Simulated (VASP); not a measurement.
Rb, 1 atom in the cell. The structure is cubic, space group Fm-3m (No. 225). The conventional cell has a = 6.848 Å, b = 6.848 Å, c = 6.848 Å, α = 90.00°, β = 90.00°, γ = 90.00°.  This cell differs from its parent crystal: volume scaled by 0.88.

- Program: VASP 6.6.1
- Task: single point
- Functional: PBE
- Potentials or basis: VASP PAW PBE potentials, release 64 (Rb_sv)
- Cutoff: 520 eV
- k mesh: 10 × 10 × 10
- Occupations: fermi-dirac, width 0.08 eV
- Spin: no spin polarisation
- Dipole correction: no
- Further INCAR settings: ALGO = Normal; EDIFF = 1e-07; NBANDS = 10

Potentials or basis: VASP PAW PBE potentials, release 64 (Rb_sv).

Command:

```bash
$ cat potpaw_PBE.64/Rb_sv/POTCAR > POTCAR
$ mpirun -np 1 vasp_std > vasp.out
```

Hardware: 1 thread of Intel Xeon 6975P-C, with other jobs on the host.

Task: How long does it take, and how much memory?

Result: Run time: 42 s on 1 thread of Intel Xeon 6975P-C, on a shared host, peak memory 0.21 GiB. Counts: scf iterations 11, k points 47.
